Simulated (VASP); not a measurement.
Input of a VASP 6.6.1 run:

The input POSCAR:

```
Pt
1.0
    2.7192560100      0.0000000000      0.0000000000
   -1.3596280050      2.3549448950      0.0000000000
    0.0000000000      0.0000000000      4.7921340000
Pt
2
Direct
    0.6666666667      0.3333333333      0.7500000000
    0.3333333333      0.6666666667      0.2500000000
```

The input INCAR.step1:

```
SYSTEM = Pt
PREC     = Accurate       ! precision mode
ENCUT    = 520            ! plane-wave cutoff, eV
ISMEAR   = 0              ! smearing method
SIGMA    = 0.1            ! smearing width, eV
LREAL    = .False.        ! projectors in reciprocal space
LASPH    = .True.         ! aspherical terms in the spheres
NELM     = 80             ! most SCF steps
NBANDS   = 17             ! bands
GGA      = PE             ! functional
ALGO     = Normal         ! electronic algorithm
EDIFF    = 1E-4           ! SCF threshold, eV
LWAVE    = .True.         ! write WAVECAR
LCHARG   = .False.        ! write CHGCAR
```

Contents of INCAR.step2:

```
SYSTEM = Pt
PREC     = Accurate       ! precision mode
ENCUT    = 520            ! plane-wave cutoff, eV
EDIFF    = 1E-6           ! SCF threshold, eV
ISMEAR   = 0              ! smearing method
SIGMA    = 0.1            ! smearing width, eV
LREAL    = .False.        ! projectors in reciprocal space
LASPH    = .True.         ! aspherical terms in the spheres
NELM     = 80             ! most SCF steps
ALGO     = Normal         ! electronic algorithm
ISIF     = 2              ! what is computed and relaxed
LWAVE    = .False.        ! write WAVECAR
LCHARG   = .False.        ! write CHGCAR
METAGGA  = R2SCAN         ! meta-GGA
LMIXTAU  = .True.       
NBANDS   = 17             ! bands
ISTART   = 1
```

File KPOINTS:

```
Automatic mesh
0
Gamma
  14 14 7
  0 0 0
```

Potentials or basis: VASP PAW PBE potentials, release 64 (Pt).

Command:

```bash
$ cat potpaw_PBE.64/Pt/POTCAR > POTCAR
$ cp INCAR.step1 INCAR
$ mpirun -np 1 vasp_std > vasp.out
$ cp INCAR.step2 INCAR
$ mpirun -np 1 vasp_std > vasp.out
```

Question: Estimate the pressure.

Answer: 2.2 GPa.

Question: Estimate the band gap on the k mesh.

Answer: Zero (band 10 reaches 11.26 eV, above the bottom of band 11 at 9.81 eV).

Stress tensor (GPa, compression positive):
```
 3.59  0.00  0.00
 0.00  3.59  0.00
 0.00  0.00 -0.59
```

Caveat: the PAW data sets were made with another functional, which shifts forces and pressure a little; spin-orbit coupling is left out, which moves the levels of the heavy elements.
